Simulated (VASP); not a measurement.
Set up this calculation in VASP 6.6.1, as the native input.

| Property | Result |
| --- | --- |
| Task | single point |
| Functional | PBEsol |
| Potentials or basis | VASP PAW PBE potentials, release 64 (Si, C) |
| Cutoff | 600 eV |
| k mesh | 8 × 8 × 8 |
| Occupations | gaussian, width 0.1 eV |
| Spin | no spin polarisation |
| Dipole correction | no |
| Further INCAR settings | ALGO = Normal; EDIFF = 1e-06; NBANDS = 11 |

The structure of SiC (Moissanite 3C) lies in POSCAR:

```
SiC
1.0
    0.0000000000      2.1790000000      2.1790000000
    2.1790000000      0.0000000000      2.1790000000
    2.1790000000      2.1790000000      0.0000000000
Si C
1 1
Direct
    0.0000000000      0.0000000000      0.0000000000
    0.7500000000      0.7500000000      0.7500000000
```

One way to write it, as run:

INCAR

```
PREC     = Accurate       # precision mode
ENCUT    = 600            # plane-wave cutoff, eV
EDIFF    = 1E-6           # SCF threshold, eV
ISMEAR   = 0              # smearing method
SIGMA    = 0.1            # smearing width, eV
LREAL    = F              # projectors in reciprocal space
LASPH    = T              # aspherical terms in the spheres
NELM     = 120            # most SCF steps
ALGO     = Normal         # electronic algorithm
ISIF     = 2              # what is computed and relaxed
LWAVE    = F              # write WAVECAR
LCHARG   = F              # write CHGCAR
GGA      = PS             # functional
NBANDS   = 11             # bands
GGA_COMPAT= F
```

KPOINTS

```
Automatic mesh
0
Gamma
  8 8 8
```

Potentials or basis: VASP PAW PBE potentials, release 64 (Si, C).

Run with:

```bash
$ cat potpaw_PBE.64/Si/POTCAR potpaw_PBE.64/C/POTCAR > POTCAR
$ mpirun -np 1 vasp_std > vasp.out
```

Results of the run:

```json
{
 "Pressure": "0.0 GPa",
 "Band gap on the k mesh": "1.23 eV, indirect (least direct gap 4.44 eV)"
}
```

Caveat: the PAW data sets were made with another functional, which shifts forces and pressure a little.

Run time: 5.6 s on 1 thread of Intel(R) Xeon(R) Platinum 8559C (Emerald Rapids), on a shared host, peak memory 0.14 GiB.
